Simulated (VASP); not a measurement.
# Cr (Im-3m) in VASP: further runs

Cr is run at these levels: LDA; tasks: single point.

Everything below comes from runs of VASP 6.6.1. Logs are shortened: lines on timing, memory, paths and dates and some standing lists are left out, and cuts for length are marked.

### Step 1. The cell of the first run

The structure is cubic, space group Im-3m (No. 229). The conventional cell has a = 2.788 Å, b = 2.788 Å, c = 2.788 Å, α = 90.00°, β = 90.00°, γ = 90.00°. Cr (site symmetry m-3m) has 14 Cr at 2.41 to 2.79 Å within 3.2 Å.

### Step 2. Single point, LDA

Contents of INCAR:

```
SYSTEM = Cr
PREC = Accurate
ENCUT = 500
EDIFF = 1E-6
ISMEAR = -1
SIGMA = 0.1
LREAL = .False.
LASPH = .True.
NELM = 120
ALGO = Normal
ISIF = 2
LWAVE = .False.
LCHARG = .False.
GGA = CA
NBANDS = 12
GGA_COMPAT = .False.
```

Contents of KPOINTS:

```
regular mesh
0
Gamma
  17 17 17
  0 0 0
```

Contents of POSCAR:

```
Cr
1.0
   -1.3942485114      1.3942485114      1.3942485114
    1.3942485114     -1.3942485114      1.3942485114
    1.3942485114      1.3942485114     -1.3942485114
Cr
1
Direct
    0.0000000000      0.0000000000      0.0000000000
```

Potentials or basis: VASP PAW LDA potentials, release 64 (Cr_pv).

Run with:

```bash
$ cat potpaw_LDA.64/Cr_pv/POTCAR > POTCAR
$ mpirun -np 1 vasp_std > vasp.out
```

OUTCAR:

```text
SYSTEM = Cr
   PREC = Accurate
   ENCUT = 500
   EDIFF = 1E-6
   ISMEAR = -1
   LREAL = .False.
   LASPH = .True.
   NELM = 120
   ISIF = 2
   GGA = CA

 ion  position               nearest neighbor table
   1  0.000  0.000  0.000-

  LATTYP: Found a body centered cubic cell.
 ALAT       =     2.7884970228

  Lattice vectors:

 A1 = (  -1.3942485114,   1.3942485114,   1.3942485114)
 A2 = (   1.3942485114,  -1.3942485114,   1.3942485114)
 A3 = (   1.3942485114,   1.3942485114,  -1.3942485114)

Analysis of symmetry for initial positions (statically):
=====================================================================
 Subroutine PRICEL returns:
 Original cell was already a primitive cell.

 Routine SETGRP: Setting up the symmetry group for a
 body centered cubic supercell.

 Subroutine GETGRP returns: Found 48 space group operations
 (whereof 48 operations were pure point group operations)
 out of a pool of 48 trial point group operations.

The static configuration has the point symmetry O_h .

Analysis of symmetry for dynamics (positions and initial velocities):
=====================================================================
 Subroutine PRICEL returns:
 Original cell was already a primitive cell.

 Routine SETGRP: Setting up the symmetry group for a
 body centered cubic supercell.

 Subroutine GETGRP returns: Found 48 space group operations
 (whereof 48 operations were pure point group operations)
 out of a pool of 48 trial point group operations.

The dynamic configuration has the point symmetry O_h .

 Subroutine INISYM returns: Found 48 space group operations
 (whereof 48 operations are pure point group operations),
 and found     1 'primitive' translations

----------------------------------------------------------------------------------------

                                     Primitive cell

  volume of cell :      10.8413

  direct lattice vectors                    reciprocal lattice vectors
    -1.394248511  1.394248511  1.394248511     0.000000000  0.358616126  0.358616126
     1.394248511 -1.394248511  1.394248511     0.358616126  0.000000000  0.358616126
     1.394248511  1.394248511 -1.394248511     0.358616126  0.358616126  0.000000000

  length of vectors
     2.414909260  2.414909260  2.414909260     0.507159789  0.507159789  0.507159789

  position of ions in fractional coordinates (direct lattice)
     0.000000000  0.000000000  0.000000000

  ion indices of the primitive-cell ions
   primitive index   ion index
                 1           1

----------------------------------------------------------------------------------------

 KPOINTS: regular mesh

Automatic generation of k-mesh.
 Grid dimensions read from file:
 generate k-points for:   17   17   17

 Generating k-lattice:

  Cartesian coordinates                     Fractional coordinates (reciprocal lattice)
     0.000000000  0.021095066  0.021095066     0.058823529  0.000000000  0.000000000
     0.021095066  0.000000000  0.021095066     0.000000000  0.058823529  0.000000000
     0.021095066  0.021095066  0.000000000     0.000000000  0.000000000  0.058823529

  Length of vectors
     0.029832929  0.029832929  0.029832929

  Shift w.r.t. Gamma in fractional coordinates (k-lattice)
     0.000000000  0.000000000  0.000000000

 Subroutine IBZKPT returns following result:
 ===========================================

 Found    165 irreducible k-points:

 Following reciprocal coordinates:
            Coordinates               Weight
  0.000000  0.000000  0.000000      1.000000
  0.058824  0.000000  0.000000     12.000000
  0.117647  0.000000  0.000000     12.000000
  0.176471  0.000000  0.000000     12.000000
  0.235294  0.000000  0.000000     12.000000
  0.294118  0.000000  0.000000     12.000000
[... 16 lines left out ...]
  0.411765  0.117647  0.000000     48.000000
  0.176471  0.176471  0.000000     24.000000
 [... further k-points ...]
   k-points           NKPTS =    165   k-points in BZ     NKDIM =    165   number of bands    NBANDS=     12
   number of dos      NEDOS =    301   number of ions     NIONS =      1
   total plane-waves  NPLWV =   5832
   dimension x,y,z NGX =    18 NGY =   18 NGZ =   18
   dimension x,y,z NGXF=    36 NGYF=   36 NGZF=   36
   ions per type =               1
   NGX,Y,Z   is equivalent  to a cutoff of  12.39, 12.39, 12.39 a.u.
   NGXF,Y,Z  is equivalent  to a cutoff of  24.78, 24.78, 24.78 a.u.
 SYSTEM =  Cr
   PREC   = accura    normal or accurate (medium, high low for compatibility)
   ISTART =      0    job   : 0-new  1-cont  2-samecut
   ICHARG =      2    charge: 1-file 2-atom 10-const
   ISPIN  =      1    spin polarized calculation?
   LNONCOLLINEAR =      F non collinear calculations
   LSORBIT =      F    spin-orbit coupling
   LASPH  =      T    aspherical Exc in radial PAW
   ENCUT  =  500.0 eV  36.75 Ry    6.06 a.u.   4.40  4.40  4.40*2*pi/ulx,y,z
   NELM   =    120;   NELMIN=  2; NELMDL= -5     # of ELM steps
   EDIFF  = 0.1E-05   stopping-criterion for ELM
   LREAL  =      F    real-space projection
   EDIFFG = 0.1E-04   stopping-criterion for IOM
   NSW    =      0    number of steps for IOM
   IBRION =     -1    ionic relax: 0-MD 1-quasi-New 2-CG
   NFREE  =      0    steps in history (QN), initial steepest desc. (CG)
   ISIF   =      2    stress and relaxation
   ISYM   =      2    0-nonsym 1-usesym 2-fastsym
   POTIM  = 0.5000    time-step for ionic-motion
   TEBEG  =    0.0;   TEEND  =   0.0 temperature during run
   PSTRESS=    0.0 pullay stress
   NELECT =      12.0000    total number of electrons
   NUPDOWN=      -1.0000    fix difference up-down
   EMIN   =  10.00;   EMAX   =-10.00  energy-range for DOS
   EFERMI =   0.00;   METHOD = LEGACY
   ISMEAR =    -1;   SIGMA  =   0.10  broadening in eV -4-tet -1-fermi 0-gaus
   EFERMI_NEDOS =   21; number of points for ismear=-14 and -15
   IALGO  =     38    algorithm
   IMIX   =      4    mixing-type and parameters
     AMIX     =   0.40;   BMIX     =  1.00
     AMIX_MAG =   1.60;   BMIX_MAG =  1.00
  volume/ion in A,a.u.               =      10.84        73.16
  Fermi-wavevector in a.u.,A,eV,Ry     =   1.693460  3.200176 39.018901  2.867808
  Thomas-Fermi vector in A             =   2.774862
   LORBIT       =      0    0 simple, 1 ext, 2 COOP (PROOUT), +10 PAW based schemes
   GGA     = CA    functional components
   LHFCALC =     F    Hartree Fock is set to
   AEXX    =    0.0000 exact exchange contribution
   IVDW    =     0    specifies the selected vdW correction
   LEPSILON=     F    determine dielectric tensor
   LRPA    =     F    only Hartree local field effects (RPA)
 non-spin polarized calculation
  energy-cutoff  :      500.00
  volume of cell :       10.84
 maximum number of plane-waves:       285
 NGX is ok and might be reduce to    18
   NGX =  9   NGY =  9   NGZ =  9

 number of electron      12.0000011 magnetization

 Free energy of the ion-electron system (eV)
  ---------------------------------------------------
  ext. energy  EPLUGINS =         0.00000000
  ---------------------------------------------------
  free energy    TOTEN  =       -10.64237193 eV

  energy without entropy =      -10.62159044  energy(sigma->0) =      -10.63198119

 E-fermi :  11.7395     XC(G=0): -14.3774

 val. band max:       11.7333949691   @ k =  -0.2941   0.3529   0.1765
 cond. band min:      11.7631813624   @ k =  -0.2353   0.3529   0.1176
 fundamental gap:      0.0297863933
 Fermi energy:        11.7394713854

 k-point     1 :       0.0000    0.0000    0.0000
  band No.  band energies     occupation
      1     -30.5122      2.00000
      2     -30.5122      2.00000
      3     -30.5122      2.00000
      4       3.7269      2.00000
      5      10.7244      1.99992
      6      10.7244      1.99992
      7      10.7244      1.99992
      8      12.9040      0.00002
      9      12.9040      0.00002
     10      17.1182      0.00000
     11      34.5535      0.00000
     12      34.5535      0.00000

 k-point     2 :       0.0588    0.0000    0.0000
  band No.  band energies     occupation
      1     -30.5536      2.00000
      2     -30.5248      2.00000
      3     -30.5128      2.00000
      4       3.8885      2.00000
      5      10.6592      1.99996
      6      10.7140      1.99993
      7      10.8378      1.99976
      8      12.8300      0.00004
      9      12.9085      0.00002
     10      17.1179      0.00000
     11      34.2487      0.00000
     12      34.5265      0.00000

 k-point     3 :       0.1176    0.0000    0.0000
  band No.  band energies     occupation
      1     -30.6703      2.00000
      2     -30.5602      2.00000
      3     -30.5138      2.00000
      4       4.3558      2.00000
      5      10.4762      1.99999
      6      10.6623      1.99996
      7      11.1696      1.99332
      8      12.6643      0.00019
      9      12.9242      0.00001
     10      17.1178      0.00000
     11      33.3453      0.00000
     12      34.3151      0.00000
[... 286 lines left out ...]
 k-point    23 :       0.4118    0.1176    0.0000
  band No.  band energies     occupation
      1     -31.6050      2.00000
      2     -30.9168      2.00000
      3     -30.5757      2.00000
      4       7.3387      2.00000
      5       9.1104      2.00000
      6      11.5408      1.75870
      7      12.8683      0.00003
      8      13.6894      0.00000
      9      16.1464      0.00000
     10      17.1162      0.00000
     11      22.6048      0.00000
     12      28.5546      0.00000

 k-point    24 :       0.1765    0.1765    0.0000
  band No.  band energies     occupation
      1     -31.2480      2.00000
      2     -30.7505      2.00000
      3     -30.5875      2.00000
      4       7.0518      2.00000
      5       9.6453      2.00000
      6       9.8835      2.00000
      7      12.3753      0.00346
      8      13.2559      0.00000
      9      13.7723      0.00000
     10      17.1176      0.00000
     11      28.8250      0.00000
     12      29.7242      0.00000

 [... further k-points ...]
[... 5 lines left out ...]
  --------------------------------------------------------------------------------------
  -------------------------------------------------------------------------------------
  Total        0.0016483      0.0016483      0.0016483      0.0000000      0.0000000      0.0000000
  in kB        0.2435868      0.2435868      0.2435868      0.0000000      0.0000000      0.0000000
  external PRESSURE =       0.2435868 kB  Pullay stress =       0.0000000 kB

 VOLUME and BASIS-vectors are now :
 -----------------------------------------------------------------------------
  energy-cutoff  :      500.00
  volume of cell :       10.84
      direct lattice vectors                 reciprocal lattice vectors
    -1.394248511  1.394248511  1.394248511     0.000000000  0.358616126  0.358616126
     1.394248511 -1.394248511  1.394248511     0.358616126  0.000000000  0.358616126
     1.394248511  1.394248511 -1.394248511     0.358616126  0.358616126  0.000000000

 POSITION                                       TOTAL-FORCE (eV/Angst)
 -----------------------------------------------------------------------------------
      0.00000      0.00000      0.00000         0.000000      0.000000     -0.000000
 -----------------------------------------------------------------------------------
    total drift:                                0.000000     -0.000000      0.000000

  FREE ENERGIE OF THE ION-ELECTRON SYSTEM (eV)
  ---------------------------------------------------
  free  energy   TOTEN  =       -10.6423719334 eV

  energy  without entropy=      -10.6215904423  energy(sigma->0) =      -10.63198119
```

Run time: 34 s. Hardware: 1 thread of AMD EPYC 7R13, shared host; peak memory 0.1 GiB.

What came out:

- Free energy: -10.6424 eV
- Pressure: 0.0 GPa
- Band gap on the k mesh: zero (bands 6 and 7 overlap by 3.59 eV)

Caveat: the run has no spin polarisation, though such a crystal can be magnetic. Spin polarisation is off, so any magnetic state and its effect on volume and gap are missing.

### Step 3. Single point, LDA

Contents of INCAR:

```
ALGO = Normal ; EDIFF = 1E-6
ENCUT = 500 ; GGA = CA
GGA_COMPAT = False ; ISIF = 2
ISMEAR = -1 ; LASPH = True
LCHARG = False ; LREAL = False
LWAVE = False ; NBANDS = 12
NELM = 120 ; PREC = Accurate
SIGMA = 0.1
```

Contents of KPOINTS:

```
k-points
0
Gamma
  23 23 23
```

POSCAR is that of step 2.

Potentials or basis: VASP PAW LDA potentials, release 64 (Cr_pv).

Run with:

```bash
$ cat potpaw_LDA.64/Cr_pv/POTCAR > POTCAR
$ mpirun -np 1 vasp_std > vasp.out
```

OUTCAR:

```text
EDIFF = 1E-6
   ENCUT = 500
   GGA = CA
   ISIF = 2
   ISMEAR = -1
   LASPH = True
   LREAL = False
   NELM = 120
   PREC = Accurate

 ion  position               nearest neighbor table
   1  0.000  0.000  0.000-

  LATTYP: Found a body centered cubic cell.
 ALAT       =     2.7884970228

  Lattice vectors:

 A1 = (  -1.3942485114,   1.3942485114,   1.3942485114)
 A2 = (   1.3942485114,  -1.3942485114,   1.3942485114)
 A3 = (   1.3942485114,   1.3942485114,  -1.3942485114)

[... 529 lines left out ...]
      4       4.7355      2.00000
      5      10.4072      2.00000
      6      10.4982      1.99999
      7      11.4909      1.83572
      8      12.5337      0.00066
      9      12.9815      0.00001
     10      17.1243      0.00000
     11      32.7762      0.00000
     12      33.8298      0.00000

 [... further k-points ...]
[... 5 lines left out ...]
  --------------------------------------------------------------------------------------
  -------------------------------------------------------------------------------------
  Total        0.0013391      0.0013391      0.0013391      0.0000000      0.0000000      0.0000000
  in kB        0.1979056      0.1979056      0.1979056      0.0000000      0.0000000      0.0000000
  external PRESSURE =       0.1979056 kB  Pullay stress =       0.0000000 kB

 VOLUME and BASIS-vectors are now :
 -----------------------------------------------------------------------------
  energy-cutoff  :      500.00
  volume of cell :       10.84
      direct lattice vectors                 reciprocal lattice vectors
    -1.394248511  1.394248511  1.394248511     0.000000000  0.358616126  0.358616126
     1.394248511 -1.394248511  1.394248511     0.358616126  0.000000000  0.358616126
     1.394248511  1.394248511 -1.394248511     0.358616126  0.358616126  0.000000000

 POSITION                                       TOTAL-FORCE (eV/Angst)
 -----------------------------------------------------------------------------------
      0.00000      0.00000      0.00000        -0.000000     -0.000000      0.000000
 -----------------------------------------------------------------------------------
    total drift:                                0.000000     -0.000000      0.000000

  FREE ENERGIE OF THE ION-ELECTRON SYSTEM (eV)
  ---------------------------------------------------
  free  energy   TOTEN  =       -10.6405006355 eV

  energy  without entropy=      -10.6175450089  energy(sigma->0) =      -10.62902282
```

OSZICAR:

```text
N       E                     dE             d eps       ncg     rms          rms(c)
DAV:   1     0.761083381218E+02    0.76108E+02   -0.68659E+03  8812   0.118E+03
DAV:   2    -0.111313298246E+02   -0.87240E+02   -0.83954E+02  8916   0.294E+02
DAV:   3    -0.122957486114E+02   -0.11644E+01   -0.11600E+01  9560   0.407E+01
DAV:   4    -0.123017484608E+02   -0.59998E-02   -0.59997E-02  9328   0.288E+00
DAV:   5    -0.123018169140E+02   -0.68453E-04   -0.68451E-04  9436   0.284E-01    0.119E+01
DAV:   6    -0.106821134933E+02    0.16197E+01   -0.41000E+00  9160   0.348E+01    0.146E+00
DAV:   7    -0.106551060967E+02    0.27007E-01   -0.48649E-02  8992   0.305E+00    0.790E-01
DAV:   8    -0.106404875827E+02    0.14619E-01   -0.36768E-03  9488   0.987E-01    0.858E-02
DAV:   9    -0.106404961400E+02   -0.85573E-05   -0.38207E-04  8876   0.310E-01    0.151E-02
DAV:  10    -0.106405004287E+02   -0.42886E-05   -0.75684E-06  9636   0.485E-02    0.457E-03
DAV:  11    -0.106405006355E+02   -0.20686E-06   -0.23126E-07  4904   0.634E-03
   1 F= -.10640501E+02 E0= -.10629023E+02  d E =-.229556E-01
```

Wall time 54 s (1 thread of AMD EPYC 7R13, shared host); peak memory 0.12 GiB.

Results:

```yaml
Free_energy: -10.6405 eV
Pressure: 0.0 GPa
Band_gap_on_the_k_mesh: zero (bands 6 and 7 overlap by 3.64 eV)
```

Caveat: the run has no spin polarisation, though such a crystal can be magnetic.

[end of part 1 of 2]
